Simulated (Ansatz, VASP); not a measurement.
## Hf2N in VASP and in Ansatz

The input POSCAR:

```
Hf2N
1.0
    5.3131240200      0.0000000000      0.0000000000
    0.0000000000      5.3131240200      0.0000000000
    0.0000000000      0.0000000000      3.2420983900
Hf N
4 2
Direct
    0.2955363700      0.2955363700      0.0000000000
    0.7044636300      0.7044636300      0.0000000000
    0.7955363700      0.2044636300      0.5000000000
    0.2044636300      0.7955363700      0.5000000000
    0.0000000000      0.0000000000      0.0000000000
    0.5000000000      0.5000000000      0.5000000000
```

INCAR.step1

```
  ALGO = Normal
  EDIFF = 1E-4
  ENCUT = 520
  GGA = PE
  ISMEAR = 0
  LASPH = T
  LCHARG = F
  LREAL = F
  LWAVE = T
  NBANDS = 34
  NELM = 100
  PREC = Accurate
  SIGMA = 0.1
```

Contents of INCAR.step2:

```
  ALGO = Normal
  EDIFF = 1E-6
  ENCUT = 520
  ISIF = 2
  ISMEAR = 0
  ISTART = 1
  LASPH = T
  LCHARG = T
  LELF = T
  LMIXTAU = T
  LREAL = F
  LVHAR = T
  LWAVE = F
  METAGGA = R2SCAN
  NBANDS = 34
  NELM = 100
  PREC = Accurate
  SIGMA = 0.1
```

File KPOINTS:

```
k-points
0
Gamma
  1 1 1
```

Input for Ansatz:

```yaml
crystal:
  lattice:
    - [5.31312402, 0.0, 0.0]
    - [0.0, 5.31312402, 0.0]
    - [0.0, 0.0, 3.24209839]
  atoms:
    - { symbol: Hf, position: [0.29553637, 0.29553637, 0.0] }
    - { symbol: Hf, position: [0.70446363, 0.70446363, 0.0] }
    - { symbol: Hf, position: [0.79553637, 0.20446363, 0.5] }
    - { symbol: Hf, position: [0.20446363, 0.79553637, 0.5] }
    - { symbol: "N", position: [0.0, 0.0, 0.0] }
    - { symbol: "N", position: [0.5, 0.5, 0.5] }
basis:
  ecutwfc: 500
kpoints:
  mp_grid: { grid: [1, 1, 1] }
hamiltonian:
  xc: r2scan
scf:
  occupations: { method: gaussian, width: 0.1 }
output:
  forces: true
  stress: true
  eigenvalues: true
```

Alike in both runs: task single point; functional r2SCAN; k mesh 1 × 1 × 1; occupations gaussian, width 0.1 eV; no spin polarisation.

```csv
,VASP,Ansatz
version,VASP 6.6.1,Ansatz 0.2.0
potentials or method,"VASP PAW PBE potentials, release 64 (Hf_pv, N), cutoff 520 eV","scalar-relativistic, plane waves, PAW"
valence electrons in the cell,50,114
```

Ansatz gave:

- pressure (GPa): 12.9
- traceless stress, the component that is largest in VASP (GPa): -6.32
- rms of the force components (eV/Å): 0.273

Problem. What did VASP give for the same quantities?

Solution. Pressure (GPa): 12.3; traceless stress, the component that is largest in VASP (GPa): -6.59; rms of the force components (eV/Å): 0.252.

VASP's potentials were made for PBE, not for r2SCAN. Atom by atom the forces differ by 0.022 eV/Å (rms over components). VASP's potentials hold 50 valence electrons a cell and Ansatz's 114, so a difference there can come from the potentials and not from the codes.

The k mesh is coarse, so the values compare programs but aren't converged. Neither program's run includes spin-orbit coupling.
